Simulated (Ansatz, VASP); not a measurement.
GaRuC6N6: VASP beside Ansatz

The input INCAR:

```
SYSTEM = GaRuC6N6
PREC = Accurate ; ENCUT = 520
EDIFF = 1E-6 ; ISMEAR = 0
SIGMA = 0.1 ; LREAL = .FALSE.
LASPH = .TRUE. ; NELM = 150
ALGO = Normal ; ISIF = 2
LWAVE = .FALSE. ; LCHARG = .FALSE.
ISPIN = 2 ; MAGMOM = 0 1 0 0 0 0 0 0 0 0 0 0 0 0
LORBIT = 11 ; LMAXMIX = 4
GGA = PE ; NBANDS = 58
```

KPOINTS

```
regular mesh
0
G
  4 4 4
  0 0 0
```

Contents of POSCAR:

```
GaRuC6N6
1.0
    0.0000000000      5.0510000000      5.0510000000
    5.0510000000      0.0000000000      5.0510000000
    5.0510000000      5.0510000000      0.0000000000
Ga Ru C N
1 1 6 6
Direct
    0.0000000000      0.0000000000      0.0000000000
    0.5000000000      0.5000000000      0.5000000000
    0.8123143900      0.1876856100      0.1876856100
    0.1876856100      0.8123143900      0.1876856100
    0.1876856100      0.1876856100      0.8123143900
    0.1876856100      0.8123143900      0.8123143900
    0.8123143900      0.1876856100      0.8123143900
    0.8123143900      0.8123143900      0.1876856100
    0.6964957400      0.3035042600      0.3035042600
    0.3035042600      0.6964957400      0.3035042600
    0.3035042600      0.3035042600      0.6964957400
    0.3035042600      0.6964957400      0.6964957400
    0.6964957400      0.3035042600      0.6964957400
    0.6964957400      0.6964957400      0.3035042600
```

Input for Ansatz:

```yaml
crystal:
  lattice:
    - [0.0, 5.051, 5.051]
    - [5.051, 0.0, 5.051]
    - [5.051, 5.051, 0.0]
  atoms:
    - { symbol: Ga, position: [0.0, 0.0, 0.0] }
    - { symbol: Ru, position: [0.5, 0.5, 0.5], spin: 1.0 }
    - { symbol: C, position: [0.81231439, 0.18768561, 0.18768561] }
    - { symbol: C, position: [0.18768561, 0.81231439, 0.18768561] }
    - { symbol: C, position: [0.18768561, 0.18768561, 0.81231439] }
    - { symbol: C, position: [0.18768561, 0.81231439, 0.81231439] }
    - { symbol: C, position: [0.81231439, 0.18768561, 0.81231439] }
    - { symbol: C, position: [0.81231439, 0.81231439, 0.18768561] }
    - { symbol: "N", position: [0.69649574, 0.30350426, 0.30350426] }
    - { symbol: "N", position: [0.30350426, 0.69649574, 0.30350426] }
    - { symbol: "N", position: [0.30350426, 0.30350426, 0.69649574] }
    - { symbol: "N", position: [0.30350426, 0.69649574, 0.69649574] }
    - { symbol: "N", position: [0.69649574, 0.30350426, 0.69649574] }
    - { symbol: "N", position: [0.69649574, 0.69649574, 0.30350426] }
basis:
  ecutwfc: 420
kpoints:
  mp_grid: { grid: [4, 4, 4] }
hamiltonian:
  xc: pbe
scf:
  occupations: { method: gaussian, width: 0.1 }
  lower_state_search: "off"
output:
  forces: true
  stress: true
  eigenvalues: true
  populations: true
magnetization:
  spin_polarized: true
```

Alike in both runs: task single point; functional PBE; k mesh 4 × 4 × 4; occupations gaussian, width 0.1 eV; collinear spin.

|  | VASP | Ansatz |
| --- | --- | --- |
| version | VASP 6.6.1 | Ansatz 0.2.0 |
| potentials or method | VASP PAW PBE potentials, release 64 (Ga_d, Ru_pv, C, N), cutoff 520 eV | scalar-relativistic, plane waves, PAW |
| valence electrons in the cell | 81 | 83 |

|  | VASP | Ansatz | Ansatz less VASP |
| --- | --- | --- | --- |
| gap on the k mesh at the Fermi level (eV) | none | none | - |
| pressure (GPa) | 10.2 | 10.0 | -0.26 |
| rms of the force components (eV/Å) | 1.424 | 1.579 | +0.1553 |
| net moment per atom (μB) | 0.07 | 0.07 | 0.000 |
| size of the moment on the site where the two differ most (μB) | 0.72 | 0.53 | -0.188 |

Site moments also hang on the region over which each program counts them. Atom by atom the forces differ by 0.207 eV/Å (rms over components). A gap of «none» marks a metal or a gap that the smearing closes. VASP's potentials hold 81 valence electrons a cell and Ansatz's 83, so a difference there can come from the potentials and not from the codes.

Noted on VASP's run: the standard files for N, O and F lose accuracy on very short bonds.
